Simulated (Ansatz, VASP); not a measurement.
Two plane-wave programs on AgBr

The input INCAR:

```
SYSTEM = AgBr
PREC = Accurate
ENCUT = 500
EDIFF = 1E-6
ISMEAR = 0
SIGMA = 0.01
LREAL = .FALSE.
LASPH = .TRUE.
NELM = 120
ALGO = Normal
ISIF = 2
LWAVE = .FALSE.
LCHARG = .TRUE.
GGA = PS
LELF = .TRUE.
LVHAR = .TRUE.
NBANDS = 16
GGA_COMPAT = .FALSE.
```

The input KPOINTS:

```
regular mesh
0
G
  6 6 6
  0 0 0
```

POSCAR

```
AgBr
1.0
    0.0000000000      2.8927333262      2.8927333262
    2.8927333262      0.0000000000      2.8927333262
    2.8927333262      2.8927333262      0.0000000000
Ag Br
1 1
Direct
    0.0000000000      0.0000000000      0.0000000000
    0.5000000000      0.5000000000      0.5000000000
```

Input for Ansatz:

```yaml
crystal:
  lattice:
    - [0.0, 2.8927333262, 2.8927333262]
    - [2.8927333262, 0.0, 2.8927333262]
    - [2.8927333262, 2.8927333262, 0.0]
  atoms:
    - { symbol: Ag, position: [0.0, 0.0, 0.0] }
    - { symbol: Br, position: [0.5, 0.5, 0.5] }
kpoints:
  mp_grid: { grid: [6, 6, 6] }
hamiltonian:
  xc: pbesol
scf:
  occupations: { method: fixed }
  n_extra_bands: 4
output:
  forces: true
  stress: true
  eigenvalues: true
  write_density: true
  write_potential: true
  elf: true
  volumetric_format: npy
```

Alike in both runs: task single point; functional PBEsol; k mesh 6 × 6 × 6; no spin polarisation.

```csv
,VASP,Ansatz
version,VASP 6.6.1,Ansatz 0.2.0
potentials or method,"VASP PAW PBE potentials, release 64 (Ag, Br)","plane waves, PAW"
plane-wave cutoff (eV),500,420
occupations,"gaussian, width 0.01 eV",fixed
valence electrons in the cell,18,26
```

|  | VASP | Ansatz | Ansatz less VASP |
| --- | --- | --- | --- |
| gap on the k mesh at the Fermi level (eV) | 0.51 | 0.51 | 0.000 |
| pressure (GPa) | -2.6 | -2.6 | +0.02 |

VASP's potentials were made for PBE, not for PBEsol. VASP's potentials hold 18 valence electrons a cell and Ansatz's 26, so a difference there can come from the potentials and not from the codes.
